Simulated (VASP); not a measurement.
A run of VASP 6.6.1 is set up as follows.

Contents of INCAR:

```
SYSTEM = Al
PREC = Accurate ; ENCUT = 520
EDIFF = 1E-6 ; ISMEAR = 0
SIGMA = 0.15 ; LREAL = .False.
LASPH = .True. ; NELM = 80
ALGO = Fast ; ISIF = 2
LWAVE = .False. ; LCHARG = .False.
GGA = PS ; IVDW = 12
NBANDS = 14
```

Contents of KPOINTS:

```
Automatic mesh
0
Gamma
  18 18 6
  0 0 0
```

File POSCAR:

```
Al
1.0
    2.8383061379      0.0000000000      0.0000000000
   -1.4191530689      2.4580452192      0.0000000000
    0.0000000000      0.0000000000      8.7715012886
Al
4
Direct
    0.0000000000      0.0000000000      0.0000000000
    0.3333333333      0.6666666667      0.2500000000
    0.0000000000      0.0000000000      0.5000000000
    0.6666666667      0.3333333333      0.7500000000
```

Potentials or basis: VASP PAW PBE potentials, release 64 (Al).

Launch:

```console
$ cat potpaw_PBE.64/Al/POTCAR > POTCAR
$ mpirun -np 1 vasp_std > vasp.out
```

(1) Predict the dispersion energy per atom.

(2) What does it give for the pressure?

(3) What does it give for the band gap on the k mesh?

## Answers

(1) -0.343 eV.

(2) 2.4 GPa.

(3) zero (bands 6 and 7 overlap by 6.60 eV).

Caveat: the PAW data sets were made with another functional, which shifts forces and pressure a little.
